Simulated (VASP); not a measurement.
A run of VASP 6.6.1 is set up as follows.

INCAR

```
SYSTEM = AlNi5
ALGO = Fast
EDIFF = 1E-6
EDIFFG = -0.04
ENCUT = 600
GGA = PE
IBRION = 2
ISIF = 3
ISMEAR = 0
ISPIN = 2
LASPH = .True.
LCHARG = .False.
LMAXMIX = 4
LORBIT = 11
LREAL = .False.
LWAVE = .False.
MAGMOM = 0 2 2 2 2 2
NELM = 150
NSW = 90
PREC = Accurate
SIGMA = 0.1
```

File KPOINTS:

```
k-points
0
Gamma
  6 6 2
  0 0 0
```

POSCAR

```
AlNi5
1.0
    2.4945662400      0.0000000000      0.0000000000
    0.0000000000      2.4945662400      0.0000000000
    0.0000000000      0.0000000000     10.5835482100
Al Ni
1 5
Direct
    0.0000000000      0.0000000000      0.0000000000
    0.5000000000      0.5000000000      0.1666666700
    0.0000000000      0.0000000000      0.3333333300
    0.5000000000      0.5000000000      0.5000000000
    0.0000000000      0.0000000000      0.6666666700
    0.5000000000      0.5000000000      0.8333333300
```

Potentials or basis: VASP PAW PBE potentials, release 64 (Al, Ni).

Run with:

```console
$ cat potpaw_PBE.64/Al/POTCAR potpaw_PBE.64/Ni/POTCAR > POTCAR
$ mpirun -np 1 vasp_std > vasp.out
```

Question: Predict the site moments.

Answer: Al -0.00; Ni +0.02, +0.48, +0.60 μB.

Question: Predict the relaxed cell.

Answer: a = 2.597 Å, b = 2.597 Å, c = 10.022 Å, α = 90.00°, β = 90.00°, γ = 90.00°.

Forces on the atoms (eV/Å):
```
Al   0.000  0.000  0.000
Ni   0.000  0.000  0.020
Ni   0.000  0.000  0.002
Ni   0.000  0.000  0.000
Ni   0.000  0.000 -0.002
Ni   0.000  0.000 -0.020
```

Caveat: the k points lie up to 0.40 Å⁻¹ apart in the final cell.
